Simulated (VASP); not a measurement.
# Si (Imma) in VASP: further runs

The runs below take Si through electric field gradients, with PBE.

Everything below comes from runs of VASP 6.6.1. Logs are shortened: lines on timing, memory, paths and dates and some standing lists are left out, and cuts for length are marked.

### 1 The cell of the first run

Symmetry: Imma, No. 74, orthorhombic system. The conventional cell has a = 4.502 Å, b = 4.737 Å, c = 2.474 Å, α = 90.00°, β = 90.00°, γ = 90.00°. Si (site symmetry mm2) has 10 Si at 2.39 to 3.23 Å within 3.3 Å.

### 2 Electric field gradients, PBE (zz strain of -3 %)

INCAR reads:

```
PREC = Accurate
ENCUT = 520
EDIFF = 1E-8
ISMEAR = -1
SIGMA = 0.05
LREAL = F
LASPH = T
NELM = 80
ALGO = Normal
ISIF = 2
LWAVE = F
LCHARG = F
GGA = PE
LEFG = T
NBANDS = 11
```

KPOINTS reads:

```
Automatic mesh
0
Gamma
  16 16 16
```

POSCAR reads:

```
Si
1.0
   -2.2510000000      2.3685000000      1.2367500000
    2.2510000000     -2.3685000000      1.2367500000
    2.2510000000      2.3685000000     -1.2367500000
Si
2
Direct
    0.8070000000      0.5570000000      0.2500000000
    0.1930000000      0.4430000000      0.7500000000
```

Potentials or basis: VASP PAW PBE potentials, release 64 (Si).

On the command line:

```sh
$ cat potpaw_PBE.64/Si/POTCAR > POTCAR
$ mpirun -np 1 vasp_std > vasp.out
```

OUTCAR:

```text
PREC = Accurate
   ENCUT = 520
   EDIFF = 1E-8
   ISMEAR = -1
   LREAL = F
   LASPH = T
   NELM = 80
   ISIF = 2
   GGA = PE

 ion  position               nearest neighbor table
   1  0.807  0.557  0.250-   2 2.39   2 2.39   2 2.45   2 2.45   2 2.72   2 2.72
   2  0.193  0.443  0.750-   1 2.39   1 2.39   1 2.45   1 2.45   1 2.72   1 2.72

  LATTYP: Found a body centered orthorhombic cell.
 ALAT       =     2.4735000000
 B/A-ratio  =     1.8200929856
 C/A-ratio  =     1.9151000606

  Lattice vectors:

 A1 = (   2.2510000000,  -2.3685000000,   1.2367500000)
 A2 = (  -2.2510000000,  -2.3685000000,  -1.2367500000)
 A3 = (   2.2510000000,   2.3685000000,  -1.2367500000)

Analysis of symmetry for initial positions (statically):
=====================================================================
 Subroutine PRICEL returns:
 Original cell was already a primitive cell.

 Routine SETGRP: Setting up the symmetry group for a
 body centered orthorhombic supercell.

 Subroutine GETGRP returns: Found  8 space group operations
 (whereof  4 operations were pure point group operations)
 out of a pool of  8 trial point group operations.

The static configuration has the point symmetry C_2h.
 The point group associated with its full space group is D_2h.

Analysis of symmetry for dynamics (positions and initial velocities):
=====================================================================
 Subroutine PRICEL returns:
 Original cell was already a primitive cell.

 Routine SETGRP: Setting up the symmetry group for a
 body centered orthorhombic supercell.

 Subroutine GETGRP returns: Found  8 space group operations
 (whereof  4 operations were pure point group operations)
 out of a pool of  8 trial point group operations.

The dynamic configuration has the point symmetry C_2h.
 The point group associated with its full space group is D_2h.

 Subroutine INISYM returns: Found  8 space group operations
 (whereof  4 operations are pure point group operations),
 and found     1 'primitive' translations

----------------------------------------------------------------------------------------

                                     Primitive cell

  volume of cell :      26.3749

  direct lattice vectors                    reciprocal lattice vectors
    -2.251000000  2.368500000  1.236750000     0.000000000  0.211104074  0.404285426
     2.251000000 -2.368500000  1.236750000     0.222123501  0.000000000  0.404285426
     2.251000000  2.368500000 -1.236750000     0.222123501  0.211104074  0.000000000

  length of vectors
     3.493757835  3.493757835  3.493757835     0.456082926  0.461286847  0.306437236

  position of ions in fractional coordinates (direct lattice)
     0.807000000  0.557000000  0.250000000
     0.193000000  0.443000000  0.750000000

  ion indices of the primitive-cell ions
   primitive index   ion index
                 1           1
                 2           2

----------------------------------------------------------------------------------------

 KPOINTS: Automatic mesh

Automatic generation of k-mesh.
 Grid dimensions read from file:
 generate k-points for:   16   16   16

 Generating k-lattice:

  Cartesian coordinates                     Fractional coordinates (reciprocal lattice)
     0.000000000  0.013194005  0.025267839     0.062500000 -0.000000000  0.000000000
     0.013882719  0.000000000  0.025267839    -0.000000000  0.062500000  0.000000000
     0.013882719  0.013194005  0.000000000     0.000000000  0.000000000  0.062500000

  Length of vectors
     0.028505183  0.028830428  0.019152327

  Shift w.r.t. Gamma in fractional coordinates (k-lattice)
     0.000000000  0.000000000  0.000000000

[... 36 lines left out ...]
   dimension x,y,z NGXF=    56 NGYF=   56 NGZF=   56
   ions per type =               2
   NGX,Y,Z   is equivalent  to a cutoff of  13.32, 13.32, 13.32 a.u.
   NGXF,Y,Z  is equivalent  to a cutoff of  26.65, 26.65, 26.65 a.u.
 SYSTEM =  unknown system
   PREC   = accura    normal or accurate (medium, high low for compatibility)
   ISTART =      0    job   : 0-new  1-cont  2-samecut
   ICHARG =      2    charge: 1-file 2-atom 10-const
   ISPIN  =      1    spin polarized calculation?
   LNONCOLLINEAR =      F non collinear calculations
   LSORBIT =      F    spin-orbit coupling
   LASPH  =      T    aspherical Exc in radial PAW
   ENCUT  =  520.0 eV  38.22 Ry    6.18 a.u.   6.50  6.50  6.50*2*pi/ulx,y,z
   NELM   =     80;   NELMIN=  2; NELMDL= -5     # of ELM steps
   EDIFF  = 0.1E-07   stopping-criterion for ELM
   LREAL  =      F    real-space projection
   EDIFFG = 0.1E-06   stopping-criterion for IOM
   NSW    =      0    number of steps for IOM
   IBRION =     -1    ionic relax: 0-MD 1-quasi-New 2-CG
   NFREE  =      0    steps in history (QN), initial steepest desc. (CG)
   ISIF   =      2    stress and relaxation
   ISYM   =      2    0-nonsym 1-usesym 2-fastsym
   POTIM  = 0.5000    time-step for ionic-motion
   TEBEG  =    0.0;   TEEND  =   0.0 temperature during run
   PSTRESS=    0.0 pullay stress
   NELECT =       8.0000    total number of electrons
   NUPDOWN=      -1.0000    fix difference up-down
   EMIN   =  10.00;   EMAX   =-10.00  energy-range for DOS
   EFERMI =   0.00;   METHOD = LEGACY
   ISMEAR =    -1;   SIGMA  =   0.05  broadening in eV -4-tet -1-fermi 0-gaus
   EFERMI_NEDOS =   21; number of points for ismear=-14 and -15
   IALGO  =     38    algorithm
   IMIX   =      4    mixing-type and parameters
     AMIX     =   0.40;   BMIX     =  1.00
     AMIX_MAG =   1.60;   BMIX_MAG =  1.00
  volume/ion in A,a.u.               =      13.19        88.99
  Fermi-wavevector in a.u.,A,eV,Ry     =   1.099954  2.078612 16.461675  1.209899
  Thomas-Fermi vector in A             =   2.236357
   LORBIT       =      0    0 simple, 1 ext, 2 COOP (PROOUT), +10 PAW based schemes
   GGA     = PE    functional components
   LHFCALC =     F    Hartree Fock is set to
   AEXX    =    0.0000 exact exchange contribution
   IVDW    =     0    specifies the selected vdW correction
   LEPSILON=     F    determine dielectric tensor
   LRPA    =     F    only Hartree local field effects (RPA)
 non-spin polarized calculation
  energy-cutoff  :      520.00
  volume of cell :       26.37
 maximum number of plane-waves:       732
 NGX is ok and might be reduce to    28
   NGX = 13   NGY = 13   NGZ = 13

 number of electron       8.0000000 magnetization

 Free energy of the ion-electron system (eV)
  ---------------------------------------------------
  ext. energy  EPLUGINS =         0.00000000
  ---------------------------------------------------
  free energy    TOTEN  =       -10.01137648 eV

  energy without entropy =      -10.00507679  energy(sigma->0) =      -10.00822663

 E-fermi :  11.1333     XC(G=0): -11.5017

 val. band max:       11.1286525917   @ k =  -0.1875   0.5000   0.1250
 cond. band min:      11.1334496471   @ k =  -0.2500  -0.2500   0.0625
 fundamental gap:      0.0047970554
 Fermi energy:        11.1332505887

 k-point     1 :       0.0000    0.0000    0.0000
  band No.  band energies     occupation
      1      -3.9915      2.00000
      2       7.8307      2.00000
      3       8.4073      2.00000
      4       9.0772      2.00000
      5      11.9451      0.00000
      6      18.8071      0.00000
      7      20.0449      0.00000
      8      21.7935      0.00000
      9      21.8822      0.00000
     10      22.9723      0.00000
     11      23.2633      0.00000
[... 309 lines left out ...]
 k-point    24 :      -0.1250    0.0625   -0.0000
  band No.  band energies     occupation
      1      -3.7712      2.00000
      2       6.7215      2.00000
      3       8.0899      2.00000
      4      10.2914      2.00000
      5      12.9153      0.00000
      6      16.9095      0.00000
      7      20.0263      0.00000
      8      20.9372      0.00000
      9      21.4460      0.00000
     10      22.4080      0.00000
     11      24.3010      0.00000

 [... further k-points ...]

------------------------ aborting loop because EDIFF is reached ----------------------------------------

  FORCE on cell =-STRESS in cart. coord.  units (eV):
  Direction    XX          YY          ZZ          XY          YZ          ZX
  --------------------------------------------------------------------------------------
  -------------------------------------------------------------------------------------
  Total        3.2259313      3.3935096      3.8038584      0.0000000     -0.0000000      0.0000000
  in kB      195.9633739    206.1431322    231.0702982      0.0000000     -0.0000000      0.0000000
  external PRESSURE =     211.0589348 kB  Pullay stress =       0.0000000 kB

 VOLUME and BASIS-vectors are now :
 -----------------------------------------------------------------------------
  energy-cutoff  :      520.00
  volume of cell :       26.37
      direct lattice vectors                 reciprocal lattice vectors
    -2.251000000  2.368500000  1.236750000     0.000000000  0.211104074  0.404285426
     2.251000000 -2.368500000  1.236750000     0.222123501  0.000000000  0.404285426
     2.251000000  2.368500000 -1.236750000     0.222123501  0.211104074  0.000000000

 POSITION                                       TOTAL-FORCE (eV/Angst)
 -----------------------------------------------------------------------------------
     -0.00000      1.18425      1.37774         0.000000      0.000000     -0.035106
      2.25100      1.18425     -0.14099        -0.000000     -0.000000      0.035106
 -----------------------------------------------------------------------------------
    total drift:                                0.000000     -0.000000     -0.000000

  FREE ENERGIE OF THE ION-ELECTRON SYSTEM (eV)
  ---------------------------------------------------
  free  energy   TOTEN  =       -10.0113764823 eV

  energy  without entropy=      -10.0050767858  energy(sigma->0) =      -10.00822663

 Electric field gradients (V/A^2)
---------------------------------------------------------------------
 ion       V_xx      V_yy      V_zz      V_xy      V_xz      V_yz
---------------------------------------------------------------------
   1      12.373   -23.524    11.151    -0.000    -0.000    -0.000
   2      12.373   -23.524    11.151    -0.000    -0.000    -0.000
---------------------------------------------------------------------

 Electric field gradients after diagonalization (V/A^2)
 (convention: |V_zz| > |V_xx| > |V_yy|)
----------------------------------------------------------------------
 ion       V_xx      V_yy      V_zz     asymmetry (V_yy - V_xx)/ V_zz
----------------------------------------------------------------------
   1      12.373    11.151   -23.524       0.052
   2      12.373    11.151   -23.524       0.052
----------------------------------------------------------------------

           NMR quadrupolar parameters

 Cq : quadrupolar parameter    Cq=e*Q*V_zz/h
 eta: asymmetry parameters     (V_yy - V_xx)/ V_zz
 Q  : nuclear electric quadrupole moment in mb (millibarn)
----------------------------------------------------------------------
 ion       Cq(MHz)       eta       Q (mb)
----------------------------------------------------------------------
   1      -0.057       0.052       1.000
   2      -0.057       0.052       1.000
----------------------------------------------------------------------
```

It took 1.7 min on 1 thread of AMD EPYC 9R45 (Zen 5), shared host; peak memory 0.23 GiB.

What came out:

```
Free energy                             : -10.0114 eV
Pressure                                : 21.1 GPa
Largest force                           : 0.035 eV/Å
Band gap on the k mesh                  : zero (bands 4 and 5 overlap by 7.42 eV)
Largest electric field gradient by atom : Si -23.5 V/Å²
```

Forces in eV/Å, atoms in the order of the input:
```
Si   0.000  0.000 -0.035
Si   0.000  0.000  0.035
```

Levels at points of the mesh, in eV from the Fermi level:
| k point | band 2 | band 3 | band 4 | band 5 | band 6 | band 7 |
| --- | --- | --- | --- | --- | --- | --- |
| (0.00, 0.00, 0.00) | -3.30 | -2.73 | -2.06 | 0.81 | 7.67 | 8.91 |
| (0.50, 0.00, 0.00) | -7.67 | -1.89 | -1.30 | -1.28 | 0.01 | 4.96 |
| (0.00, 0.50, 0.00) | -7.45 | -3.02 | -2.05 | -1.26 | 0.98 | 5.24 |
| (0.50, 0.50, 0.00) | -11.78 | -0.13 | -0.13 | 2.60 | 2.60 | 9.73 |
| (0.50, 0.50, 0.50) | -8.50 | -7.96 | -7.71 | 6.79 | 7.14 | 14.06 |

Electric field gradients, principal values (V/Å²):
```
atom   least  middle  greatest (by size)
1 Si  11.151  12.373             -23.524
2 Si  11.151  12.373             -23.524
```

Caveat: the cell differs from its parent crystal (zz strain of -3 %); the cell stands under pressure; without QUAD_EFG the Cq values of the log hold for a quadrupole moment of 1 mb, not for the nuclei.

### 3 Electric field gradients, PBE (zz strain of -3 %)

INCAR reads:

```
SYSTEM = Si
  PREC = Accurate
  ENCUT = 520
  EDIFF = 1E-8
  ISMEAR = -1
  SIGMA = 0.05
  LREAL = .FALSE.
  LASPH = .TRUE.
  NELM = 60
  ALGO = Normal
  ISIF = 2
  LWAVE = .FALSE.
  LCHARG = .FALSE.
  GGA = PE
  LEFG = .TRUE.
  NBANDS = 11
```

KPOINTS reads:

```
Automatic mesh
0
G
  16 16 16
  0 0 0
```

POSCAR is that of step 2.

Potentials or basis: VASP PAW PBE potentials, release 64 (Si).

On the command line:

```sh
$ cat potpaw_PBE.64/Si/POTCAR > POTCAR
$ mpirun -np 1 vasp_std > vasp.out
```

OUTCAR:

```text
SYSTEM = Si
   PREC = Accurate
   ENCUT = 520
   EDIFF = 1E-8
   ISMEAR = -1
   LREAL = .FALSE.
   LASPH = .TRUE.
   NELM = 60
   ISIF = 2
   GGA = PE

 ion  position               nearest neighbor table
   1  0.807  0.557  0.250-   2 2.39   2 2.39   2 2.45   2 2.45   2 2.72   2 2.72
   2  0.193  0.443  0.750-   1 2.39   1 2.39   1 2.45   1 2.45   1 2.72   1 2.72

  LATTYP: Found a body centered orthorhombic cell.
 ALAT       =     2.4735000000
 B/A-ratio  =     1.8200929856
 C/A-ratio  =     1.9151000606

  Lattice vectors:

 A1 = (   2.2510000000,  -2.3685000000,   1.2367500000)
[... 552 lines left out ...]
  free  energy   TOTEN  =       -10.0113764823 eV

  energy  without entropy=      -10.0050767858  energy(sigma->0) =      -10.00822663

 Electric field gradients (V/A^2)
---------------------------------------------------------------------
 ion       V_xx      V_yy      V_zz      V_xy      V_xz      V_yz
---------------------------------------------------------------------
   1      12.373   -23.524    11.151    -0.000    -0.000    -0.000
   2      12.373   -23.524    11.151    -0.000    -0.000    -0.000
---------------------------------------------------------------------

 Electric field gradients after diagonalization (V/A^2)
 (convention: |V_zz| > |V_xx| > |V_yy|)
----------------------------------------------------------------------
 ion       V_xx      V_yy      V_zz     asymmetry (V_yy - V_xx)/ V_zz
----------------------------------------------------------------------
   1      12.373    11.151   -23.524       0.052
   2      12.373    11.151   -23.524       0.052
----------------------------------------------------------------------

           NMR quadrupolar parameters

 Cq : quadrupolar parameter    Cq=e*Q*V_zz/h
 eta: asymmetry parameters     (V_yy - V_xx)/ V_zz
 Q  : nuclear electric quadrupole moment in mb (millibarn)
----------------------------------------------------------------------
 ion       Cq(MHz)       eta       Q (mb)
----------------------------------------------------------------------
   1      -0.057       0.052       1.000
   2      -0.057       0.052       1.000
----------------------------------------------------------------------
```

stdout:

```text
POSCAR found type information on POSCAR Si
 POSCAR found :  1 types and       2 ions
 scaLAPACK will be used
 LDA part: xc-table for (Slater+PW92), standard interpolation
 POSCAR, INCAR and KPOINTS ok, starting setup
 FFT: planning ... GRIDC
 FFT: planning ... GRID_SOFT
 FFT: planning ... GRID
 WAVECAR not read
 entering main loop
ion   1

ion   2
```

Wall time 93 s (1 thread of AMD EPYC 9R45 (Zen 5), shared host); peak memory 0.23 GiB.

Results:

| Property | Result |
| --- | --- |
| Free energy | -10.0114 eV |
| Pressure | 21.1 GPa |
| Largest force | 0.035 eV/Å |
| Band gap on the k mesh | zero (bands 4 and 5 overlap by 7.42 eV) |
| Largest electric field gradient by atom | Si -23.5 V/Å² |

Forces in eV/Å, atoms in the order of the input:
```
Si   0.000  0.000 -0.035
Si   0.000  0.000  0.035
```

Levels at points of the mesh, in eV from the Fermi level:
```
           k point  band 1  band 2  band 3  band 4  band 5  band 6  band 7  band 8  band 9
(0.00, 0.00, 0.00)  -15.12   -3.30   -2.73   -2.06    0.81    7.67    8.91   10.66   10.75
(0.50, 0.00, 0.00)   -7.86   -7.67   -1.89   -1.30   -1.28    0.01    4.96    5.27   10.12
(0.00, 0.50, 0.00)   -7.70   -7.45   -3.02   -2.05   -1.26    0.98    5.24    6.20    9.50
(0.50, 0.50, 0.00)  -11.78  -11.78   -0.13   -0.13    2.60    2.60    9.73    9.73   10.98
(0.50, 0.50, 0.50)   -9.57   -8.50   -7.96   -7.71    6.79    7.14   14.06   14.89   15.05
```

Electric field gradients, principal values (V/Å²):
| atom | least | middle | greatest (by size) |
| --- | --- | --- | --- |
| 1 Si | 11.151 | 12.373 | -23.524 |
| 2 Si | 11.151 | 12.373 | -23.524 |

Caveat: the cell differs from its parent crystal (zz strain of -3 %); the cell stands under pressure; without QUAD_EFG the Cq values of the log hold for a quadrupole moment of 1 mb, not for the nuclei.

(Continued in part 2 of 2.)
